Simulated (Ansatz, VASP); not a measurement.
## Two plane-wave programs on H

```
H
1.0
    11.00000    0.00000    0.00000
     0.00000   11.50000    0.00000
     0.00000    0.00000   12.00000
H
2
Direct
  0.45455 0.47826 0.46666
  0.45455 0.47826 0.52918
```

Alike in both runs: task single point; functional r2SCAN; k mesh 1 × 1 × 1; no spin polarisation.

|  | VASP | Ansatz |
| --- | --- | --- |
| version | VASP 6.6.1 | Ansatz 0.2.0 |
| potentials or method | VASP PAW PBE potentials, release 64 (H) | scalar-relativistic, plane waves, PAW |
| plane-wave cutoff (eV) | 440 | 500 |
| occupations | gaussian, width 0.01 eV | fixed |
| valence electrons in the cell | 2 | 2 |

VASP gave:

- rms of the force components (eV/Å): 0.172

Q: Estimate Ansatz's values.

A: rms of the force components (eV/Å): 0.183.

VASP's potentials were made for PBE, not for r2SCAN. Atom by atom the forces differ by 0.012 eV/Å (rms over components).
